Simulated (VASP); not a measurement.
# Na3Cl2 (P4/mbm) in VASP: a series of runs, part 2 of 2

VASP 6.6.1. The steps go on from the part before.

## 3. Relaxation of cell and atoms, PBE

This run uses another cell than the first one, of 26.16 Å³/atom.

INCAR reads:

```
SYSTEM = Na3Cl2
  ALGO = Normal
  EDIFF = 1E-6
  EDIFFG = -0.04
  ENCUT = 600
  GGA = PE
  IBRION = 2
  ISIF = 3
  ISMEAR = 0
  LASPH = .TRUE.
  LCHARG = .FALSE.
  LREAL = .FALSE.
  LWAVE = .FALSE.
  NELM = 60
  NSW = 90
  PREC = Accurate
  SIGMA = 0.1
```

KPOINTS reads:

```
k-points
0
G
  2 2 4
  0 0 0
```

POSCAR reads:

```
Na3Cl2
1.0
    7.9127995470      0.0000000000      0.0000000000
    0.0000000000      7.9127995470      0.0000000000
    0.0000000000      0.0000000000      4.1779581608
Na Cl
6 4
Direct
    0.0000000000      0.0000000000      0.0000000000
    0.5000000000      0.5000000000      0.0000000000
    0.1768000000      0.6768000000      0.5000000000
    0.3232000000      0.1768000000      0.5000000000
    0.8232000000      0.3232000000      0.5000000000
    0.6768000000      0.8232000000      0.5000000000
    0.3827000000      0.8827000000      0.0000000000
    0.1173000000      0.3827000000      0.0000000000
    0.6173000000      0.1173000000      0.0000000000
    0.8827000000      0.6173000000      0.0000000000
```

Potentials or basis: VASP PAW PBE potentials, release 64 (Na_pv, Cl).

Launch:

```bash
cat potpaw_PBE.64/Na_pv/POTCAR potpaw_PBE.64/Cl/POTCAR > POTCAR
mpirun -np 1 vasp_std > vasp.out
```

OUTCAR:

```text
SYSTEM = Na3Cl2
   EDIFF = 1E-6
   EDIFFG = -0.04
   ENCUT = 600
   GGA = PE
   IBRION = 2
   ISIF = 3
   ISMEAR = 0
   LASPH = .TRUE.
   LREAL = .FALSE.
   NELM = 60
   NSW = 90
   PREC = Accurate

 ion  position               nearest neighbor table
   1  0.000  0.000  0.000-
   2  0.500  0.500  0.000-
   3  0.177  0.677  0.500-
   4  0.323  0.177  0.500-
   5  0.823  0.323  0.500-
   6  0.677  0.823  0.500-
   7  0.383  0.883  0.000-   9 2.63
   8  0.117  0.383  0.000-  10 2.63
   9  0.617  0.117  0.000-   7 2.63
  10  0.883  0.617  0.000-   8 2.63

  LATTYP: Found a simple tetragonal cell.
 ALAT       =     7.9127995470
 C/A-ratio  =     0.5280000000

  Lattice vectors:

 A1 = (   7.9127995470,   0.0000000000,   0.0000000000)
 A2 = (   0.0000000000,   7.9127995470,   0.0000000000)
[... 306 lines left out ...]
  free  energy   TOTEN  =       -27.0420743757 eV

  energy  without entropy=      -27.0116212776  energy(sigma->0) =      -27.02684783

[... ionic steps 4 to 10 ...]

--------------------------------------- Ionic step       11  -------------------------------------------

 number of electron      70.0000021 magnetization

------------------------ aborting loop because EDIFF is reached ----------------------------------------
[... 83 lines left out ...]
--------------------------------------- Ionic step       13  -------------------------------------------

 number of electron      69.9999948 magnetization

 Free energy of the ion-electron system (eV)
  ---------------------------------------------------
  ext. energy  EPLUGINS =         0.00000000
  ---------------------------------------------------
  free energy    TOTEN  =       -27.47398555 eV

  energy without entropy =      -27.44759845  energy(sigma->0) =      -27.46079200

 E-fermi :   2.9640     XC(G=0):  -7.6311

 val. band max:        2.9013688395   @ k =   0.5000   0.0000   0.2500
 cond. band min:       3.0451728227   @ k =   0.5000   0.5000   0.2500
 fundamental gap:      0.1438039831
 Fermi energy:         2.9640004490

 k-point     1 :       0.0000    0.0000    0.0000
  band No.  band energies     occupation
      1     -22.9498      2.00000
      2     -22.9498      2.00000
      3     -22.9490      2.00000
      4     -22.9489      2.00000
      5     -22.9455      2.00000
      6     -22.9435      2.00000
[... 431 lines left out ...]
  FREE ENERGIE OF THE ION-ELECTRON SYSTEM (eV)
  ---------------------------------------------------
  free  energy   TOTEN  =       -27.4739855512 eV

  energy  without entropy=      -27.4475984521  energy(sigma->0) =      -27.46079200

 reached required accuracy - stopping structural energy minimisation
```

Run time: 20 min. Hardware: 1 thread of Oxide Virtual Turin-like, shared host; peak memory 0.42 GiB.

Results:

- Free energy: -27.4740 eV
- Relaxed volume: 26.07 Å³/atom
- Relaxed cell: a = 8.042 Å, b = 8.042 Å, c = 4.031 Å, α = 90.00°, β = 90.00°, γ = 90.00°
- Space group after relaxing (to 0.1 Å): P4/mbm (No. 127)
- Energy gained by relaxing: 197.1 meV/atom
- Ionic steps: 13
- Pressure after relaxing: -0.1 GPa
- Largest force after relaxing: 0.033 eV/Å
- Band gap on the k mesh: zero (bands 35 and 36 overlap by 1.10 eV)

Forces on the atoms (eV/Å):
```
Na   0.000  0.000  0.000
Na   0.000  0.000  0.000
Na  -0.023 -0.023  0.000
Na   0.023 -0.023  0.000
Na   0.023  0.023  0.000
Na  -0.023  0.023  0.000
Cl   0.015  0.015  0.000
Cl  -0.015  0.015  0.000
Cl  -0.015 -0.015  0.000
Cl   0.015 -0.015  0.000
```

Stress tensor (GPa, compression positive):
```
-0.08  0.00  0.00
 0.00 -0.08  0.00
 0.00  0.00 -0.19
```

The path:
```tsv
step	energy change (eV)	largest force (eV/Å)	pressure (GPa)	volume (Å³)
1	0.0000	2.8350	1.17	261.59
2	-1.1850	1.2170	-0.38	268.80
3	-1.5391	0.6769	-0.84	273.63
4	-1.7547	0.1593	-1.03	283.17
5	-1.8271	0.1733	-0.55	273.15
6	-1.8621	0.2404	0.37	258.56
7	-1.8630	0.2317	0.28	260.33
8	-1.8915	0.2021	0.21	259.94
9	-1.9368	0.1147	0.14	258.57
10	-1.9392	0.0896	0.14	258.13
11	-1.9525	0.0684	-0.05	260.56
12	-1.9612	0.0346	-0.30	264.19
13	-1.9710	0.0327	-0.12	260.69
```

Final structure:
```cif
data_structure
_symmetry_space_group_name_H-M 'P 1'
_symmetry_Int_Tables_number 1
_cell_length_a 8.0420
_cell_length_b 8.0420
_cell_length_c 4.0308
_cell_angle_alpha 90.000
_cell_angle_beta 90.000
_cell_angle_gamma 90.000
_cell_volume 260.69
loop_
_atom_site_label
_atom_site_type_symbol
_atom_site_fract_x
_atom_site_fract_y
_atom_site_fract_z
_atom_site_occupancy
Na1 Na 0.00000 0.00000 0.00000 1
Na2 Na 0.50000 0.50000 0.00000 1
Na3 Na 0.15716 0.65716 0.50000 1
Na4 Na 0.34284 0.15716 0.50000 1
Na5 Na 0.84284 0.34284 0.50000 1
Na6 Na 0.65716 0.84284 0.50000 1
Cl1 Cl 0.33900 0.83900 0.00000 1
Cl2 Cl 0.16100 0.33900 0.00000 1
Cl3 Cl 0.66100 0.16100 0.00000 1
Cl4 Cl 0.83900 0.66100 0.00000 1
```

Caveat: the k points lie up to 0.39 Å⁻¹ apart in the final cell, too coarse for converged energies and pressures of a metal.

The gap in the log of VASP goes by the Fermi energy; the results here count the filled bands.